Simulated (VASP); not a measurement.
# Au2Cl3 (P-3m1) in VASP: further runs

Au2Cl3 is run at these levels: PBE; tasks: single point, relaxation of cell and atoms.

Everything below comes from runs of VASP 6.6.1. Logs are shortened: lines on timing, memory, paths and dates and some standing lists are left out, and cuts for length are marked.

## 1. The cell of the first run

Symmetry: P-3m1, No. 164, trigonal system. The conventional cell has a = 4.065 Å, b = 4.065 Å, c = 8.941 Å, α = 90.00°, β = 90.00°, γ = 120.00°. Au (site symmetry 3m) has 6 Cl at 2.57 to 2.85 Å within 3.4 Å. Cl (site symmetry -3m) has 6 Au at 2.85 Å and 6 Cl at 3.55 Å within 3.8 Å. Cl (site symmetry 3m) has 3 Au at 2.57 Å within 3.4 Å.

## 2. Single point, PBE

The input, INCAR:

```
SYSTEM = Au2Cl3
PREC = Accurate
ENCUT = 520
EDIFF = 1E-6
ISMEAR = 0
SIGMA = 0.1
LREAL = .False.
LASPH = .True.
NELM = 80
ALGO = Normal
ISIF = 2
LWAVE = .False.
LCHARG = .True.
GGA = PE
LELF = .True.
LVHAR = .True.
NBANDS = 30
```

The input, KPOINTS:

```
regular mesh
0
Gamma
  6 6 4
  0 0 0
```

The input, POSCAR:

```
Au2Cl3
1.0
    4.0645957023      0.0000000000      0.0000000000
   -2.0322978511      3.5200431343      0.0000000000
    0.0000000000      0.0000000000      8.9405388749
Au Cl
2 3
Direct
    0.3333333333      0.6666666667      0.1807932567
    0.6666666667      0.3333333333      0.8192067433
    0.0000000000      0.0000000000      0.0000000000
    0.3333333333      0.6666666667      0.7027140766
    0.6666666667      0.3333333333      0.2972859234
```

Potentials or basis: VASP PAW PBE potentials, release 64 (Au, Cl).

Command:

```bash
$ cat potpaw_PBE.64/Au/POTCAR potpaw_PBE.64/Cl/POTCAR > POTCAR
$ mpirun -np 1 vasp_std > vasp.out
```

OUTCAR:

```text
SYSTEM = Au2Cl3
   PREC = Accurate
   ENCUT = 520
   EDIFF = 1E-6
   ISMEAR = 0
   LREAL = .False.
   LASPH = .True.
   NELM = 80
   ISIF = 2
   GGA = PE

 ion  position               nearest neighbor table
   1  0.333  0.667  0.181-   5 2.57   5 2.57   5 2.57   3 2.85   3 2.85   3 2.85
   2  0.667  0.333  0.819-   4 2.57   4 2.57   4 2.57   3 2.85   3 2.85   3 2.85
   3  0.000  0.000  0.000-   1 2.85   2 2.85   1 2.85   2 2.85   2 2.85   1 2.85
   4  0.333  0.667  0.703-   2 2.57   2 2.57   2 2.57
   5  0.667  0.333  0.297-   1 2.57   1 2.57   1 2.57

  LATTYP: Found a hexagonal cell.
 ALAT       =     4.0645957023
 C/A-ratio  =     2.1996133268

  Lattice vectors:

 A1 = (   4.0645957023,   0.0000000000,   0.0000000000)
 A2 = (  -2.0322978511,   3.5200431343,   0.0000000000)
 A3 = (   0.0000000000,   0.0000000000,   8.9405388749)

Analysis of symmetry for initial positions (statically):
=====================================================================
 Subroutine PRICEL returns:
 Original cell was already a primitive cell.

 Routine SETGRP: Setting up the symmetry group for a
 hexagonal supercell.

 Subroutine GETGRP returns: Found 12 space group operations
 (whereof 12 operations were pure point group operations)
 out of a pool of 24 trial point group operations.

The static configuration has the point symmetry D_3d.

Analysis of symmetry for dynamics (positions and initial velocities):
=====================================================================
 Subroutine PRICEL returns:
 Original cell was already a primitive cell.

 Routine SETGRP: Setting up the symmetry group for a
 hexagonal supercell.

 Subroutine GETGRP returns: Found 12 space group operations
 (whereof 12 operations were pure point group operations)
 out of a pool of 24 trial point group operations.

The dynamic configuration has the point symmetry D_3d.

 Subroutine INISYM returns: Found 12 space group operations
 (whereof 12 operations are pure point group operations),
 and found     1 'primitive' translations

----------------------------------------------------------------------------------------

                                     Primitive cell

  volume of cell :     127.9172

  direct lattice vectors                    reciprocal lattice vectors
     4.064595702  0.000000000  0.000000000     0.246026929  0.142043714  0.000000000
    -2.032297851  3.520043134  0.000000000     0.000000000  0.284087428  0.000000000
     0.000000000  0.000000000  8.940538875     0.000000000  0.000000000  0.111850081

  length of vectors
     4.064595702  4.064595702  8.940538875     0.284087428  0.284087428  0.111850081

  position of ions in fractional coordinates (direct lattice)
     0.333333333  0.666666667  0.180793257
     0.666666667  0.333333333  0.819206743
     0.000000000  0.000000000  0.000000000
     0.333333333  0.666666667  0.702714077
     0.666666667  0.333333333  0.297285923

  ion indices of the primitive-cell ions
   primitive index   ion index
                 1           1
                 2           2
                 3           3
                 4           4
                 5           5

----------------------------------------------------------------------------------------

 KPOINTS: regular mesh

Automatic generation of k-mesh.
 Grid dimensions read from file:
 generate k-points for:    6    6    4

 Generating k-lattice:

  Cartesian coordinates                     Fractional coordinates (reciprocal lattice)
     0.041004488  0.023673952  0.000000000     0.166666667  0.000000000  0.000000000
     0.000000000  0.047347905  0.000000000     0.000000000  0.166666667  0.000000000
     0.000000000  0.000000000  0.027962520     0.000000000  0.000000000  0.250000000

  Length of vectors
     0.047347905  0.047347905  0.027962520

  Shift w.r.t. Gamma in fractional coordinates (k-lattice)
     0.000000000  0.000000000  0.000000000

 Subroutine IBZKPT returns following result:
 ===========================================

 Found     24 irreducible k-points:

 Following reciprocal coordinates:
            Coordinates               Weight
  0.000000  0.000000  0.000000      1.000000
  0.166667  0.000000  0.000000      6.000000
  0.333333  0.000000  0.000000      6.000000
  0.500000  0.000000  0.000000      3.000000
  0.166667  0.166667  0.000000      6.000000
  0.333333  0.166667  0.000000     12.000000
[... 16 lines left out ...]
  0.333333  0.166667  0.500000     12.000000
  0.333333  0.333333  0.500000      2.000000
   k-points           NKPTS =     24   k-points in BZ     NKDIM =     24   number of bands    NBANDS=     30
   number of dos      NEDOS =    301   number of ions     NIONS =      5
   total plane-waves  NPLWV =  63000
   dimension x,y,z NGX =    30 NGY =   30 NGZ =   70
   dimension x,y,z NGXF=    60 NGYF=   60 NGZF=  140
   ions per type =               2   3
   NGX,Y,Z   is equivalent  to a cutoff of  12.27, 12.27, 13.02 a.u.
   NGXF,Y,Z  is equivalent  to a cutoff of  24.54, 24.54, 26.03 a.u.
 SYSTEM =  Au2Cl3
   PREC   = accura    normal or accurate (medium, high low for compatibility)
   ISTART =      0    job   : 0-new  1-cont  2-samecut
   ICHARG =      2    charge: 1-file 2-atom 10-const
   ISPIN  =      1    spin polarized calculation?
   LNONCOLLINEAR =      F non collinear calculations
   LSORBIT =      F    spin-orbit coupling
   LASPH  =      T    aspherical Exc in radial PAW
   ENCUT  =  520.0 eV  38.22 Ry    6.18 a.u.   7.56  7.56 16.62*2*pi/ulx,y,z
   NELM   =     80;   NELMIN=  2; NELMDL= -5     # of ELM steps
   EDIFF  = 0.1E-05   stopping-criterion for ELM
   LREAL  =      F    real-space projection
[... 7 lines left out ...]
   TEBEG  =    0.0;   TEEND  =   0.0 temperature during run
   PSTRESS=    0.0 pullay stress
   NELECT =      43.0000    total number of electrons
   NUPDOWN=      -1.0000    fix difference up-down
   EMIN   =  10.00;   EMAX   =-10.00  energy-range for DOS
   EFERMI =   0.00;   METHOD = LEGACY
   ISMEAR =     0;   SIGMA  =   0.10  broadening in eV -4-tet -1-fermi 0-gaus
   EFERMI_NEDOS =   21; number of points for ismear=-14 and -15
   IALGO  =     38    algorithm
   IMIX   =      4    mixing-type and parameters
     AMIX     =   0.40;   BMIX     =  1.00
     AMIX_MAG =   1.60;   BMIX_MAG =  1.00
  volume/ion in A,a.u.               =      25.58       172.65
  Fermi-wavevector in a.u.,A,eV,Ry     =   1.138295  2.151065 17.629264  1.295714
  Thomas-Fermi vector in A             =   2.274999
   LORBIT       =      0    0 simple, 1 ext, 2 COOP (PROOUT), +10 PAW based schemes
   GGA     = PE    functional components
   LHFCALC =     F    Hartree Fock is set to
   AEXX    =    0.0000 exact exchange contribution
   IVDW    =     0    specifies the selected vdW correction
   LEPSILON=     F    determine dielectric tensor
   LRPA    =     F    only Hartree local field effects (RPA)
 non-spin polarized calculation
 Gauss-broadening in eV      SIGMA  =   0.10
  energy-cutoff  :      520.00
  volume of cell :      127.92
 maximum number of plane-waves:      3481
   NGX = 15   NGY = 15   NGZ = 33

 number of electron      42.9999995 magnetization

 Free energy of the ion-electron system (eV)
  ---------------------------------------------------
  ext. energy  EPLUGINS =         0.00000000
  ---------------------------------------------------
  free energy    TOTEN  =       -11.96259670 eV

  energy without entropy =      -11.95465362  energy(sigma->0) =      -11.95862516

 E-fermi :   2.2822     XC(G=0):  -8.8790

 val. band max:        2.1211046124   @ k =   0.3333   0.1667   0.2500
 cond. band min:       2.2894066797   @ k =   0.3333   0.3333   0.5000
 fundamental gap:      0.1683020672
 Fermi energy:         2.2822410791

 k-point     1 :       0.0000    0.0000    0.0000
  band No.  band energies     occupation
      1     -13.2207      2.00000
      2     -12.7757      2.00000
      3     -12.4830      2.00000
      4      -2.8240      2.00000
      5      -2.7328      2.00000
      6      -2.7328      2.00000
[... 22 lines left out ...]
     29      10.5845      0.00000
     30      11.2434      0.00000

 k-point     2 :       0.1667    0.0000    0.0000
  band No.  band energies     occupation
      1     -13.1194      2.00000
      2     -12.7286      2.00000
      3     -12.5013      2.00000
      4      -3.0336      2.00000
      5      -2.6344      2.00000
      6      -2.6193      2.00000
[... 22 lines left out ...]
     29      10.7014      0.00000
     30      11.2610      0.00000

 k-point     3 :       0.3333    0.0000    0.0000
  band No.  band energies     occupation
      1     -12.8916      2.00000
      2     -12.6353      2.00000
      3     -12.5497      2.00000
      4      -3.1809      2.00000
      5      -2.7749      2.00000
      6      -2.3898      2.00000
[... 22 lines left out ...]
     29      10.8776      0.00000
     30      10.9966      0.00000

 k-point     4 :       0.5000    0.0000    0.0000
  band No.  band energies     occupation
      1     -12.7396      2.00000
      2     -12.6078      2.00000
      3     -12.5861      2.00000
      4      -3.4620      2.00000
      5      -2.6570      2.00000
      6      -2.3212      2.00000
[... 22 lines left out ...]
     29      11.0688      0.00000
     30      11.3018      0.00000

 k-point     5 :       0.1667    0.1667    0.0000
  band No.  band energies     occupation
      1     -12.9555      2.00000
      2     -12.6585      2.00000
      3     -12.5324      2.00000
      4      -3.0823      2.00000
      5      -2.5900      2.00000
      6      -2.4477      2.00000
[... 22 lines left out ...]
     29      10.9870      0.00000
     30      11.1569      0.00000
[... 526 lines left out ...]
     29      10.9666      0.00000
     30      11.5839      0.00000

 k-point    22 :       0.1667    0.1667    0.5000
  band No.  band energies     occupation
      1     -12.9463      2.00000
      2     -12.6869      2.00000
      3     -12.5131      2.00000
      4      -3.0631      2.00000
      5      -2.5997      2.00000
      6      -2.4656      2.00000
[... 22 lines left out ...]
     29      11.0174      0.00000
     30      11.1832      0.00000

 k-point    23 :       0.3333    0.1667    0.5000
  band No.  band energies     occupation
      1     -12.7625      2.00000
      2     -12.6050      2.00000
      3     -12.5657      2.00000
      4      -3.2449      2.00000
      5      -2.7464      2.00000
      6      -2.3348      2.00000
[... 22 lines left out ...]
     29      11.1849      0.00000
     30      11.2858      0.00000

 k-point    24 :       0.3333    0.3333    0.5000
  band No.  band energies     occupation
      1     -12.7095      2.00000
      2     -12.5749      2.00000
      3     -12.5749      2.00000
      4      -2.9417      2.00000
      5      -2.9417      2.00000
      6      -2.3220      2.00000
[... 22 lines left out ...]
     29      10.7841      0.00000
     30      10.7841      0.00000

------------------------ aborting loop because EDIFF is reached ----------------------------------------

  FORCE on cell =-STRESS in cart. coord.  units (eV):
  Direction    XX          YY          ZZ          XY          YZ          ZX
  --------------------------------------------------------------------------------------
  -------------------------------------------------------------------------------------
  Total       -0.1331173     -0.1331173     -0.0494560     -0.0000000      0.0000000      0.0000000
  in kB       -1.6673091     -1.6673091     -0.6194424     -0.0000000      0.0000000      0.0000000
  external PRESSURE =      -1.3180202 kB  Pullay stress =       0.0000000 kB

 VOLUME and BASIS-vectors are now :
 -----------------------------------------------------------------------------
  energy-cutoff  :      520.00
  volume of cell :      127.92
      direct lattice vectors                 reciprocal lattice vectors
     4.064595702  0.000000000  0.000000000     0.246026929  0.142043714  0.000000000
    -2.032297851  3.520043134  0.000000000     0.000000000  0.284087428  0.000000000
     0.000000000  0.000000000  8.940538875     0.000000000  0.000000000  0.111850081

 POSITION                                       TOTAL-FORCE (eV/Angst)
 -----------------------------------------------------------------------------------
     -0.00000      2.34670      1.61639        -0.000000      0.000000      0.007178
      2.03230      1.17335      7.32415         0.000000     -0.000000     -0.007178
      0.00000      0.00000      0.00000        -0.000000      0.000000      0.000000
     -0.00000      2.34670      6.28264         0.000000      0.000000      0.014458
      2.03230      1.17335      2.65790        -0.000000      0.000000     -0.014458
 -----------------------------------------------------------------------------------
    total drift:                               -0.000000      0.000000      0.000000

  FREE ENERGIE OF THE ION-ELECTRON SYSTEM (eV)
  ---------------------------------------------------
  free  energy   TOTEN  =       -11.9625966991 eV

  energy  without entropy=      -11.9546536184  energy(sigma->0) =      -11.95862516
```

It took 71 s on 1 thread of AMD EPYC 7R13 (Zen 3), shared host; peak memory 0.23 GiB.

What came out:

| Item | Value |
| --- | --- |
| Free energy | -11.9626 eV |
| Pressure | -0.1 GPa |
| Largest force | 0.014 eV/Å |
| Band gap on the k mesh | zero (an odd number of electrons rules out a gap without spin polarisation) |

Forces in eV/Å, atoms in the order of the input:
```
Au   0.000  0.000  0.007
Au   0.000  0.000 -0.007
Cl   0.000  0.000  0.000
Cl   0.000  0.000  0.014
Cl   0.000  0.000 -0.014
```

Stress tensor (GPa, compression positive):
```
-0.17  0.00  0.00
 0.00 -0.17  0.00
 0.00  0.00 -0.06
```

Caveat: spin-orbit coupling is left out, which moves the levels of the heavy elements; this functional lacks dispersion, which binds the layers, so the pressure and a relaxed spacing across them are unreliable; an odd number of electrons without spin polarisation forces a metal; a magnetic or distorted state may lie lower.

[end of part 1 of 2]
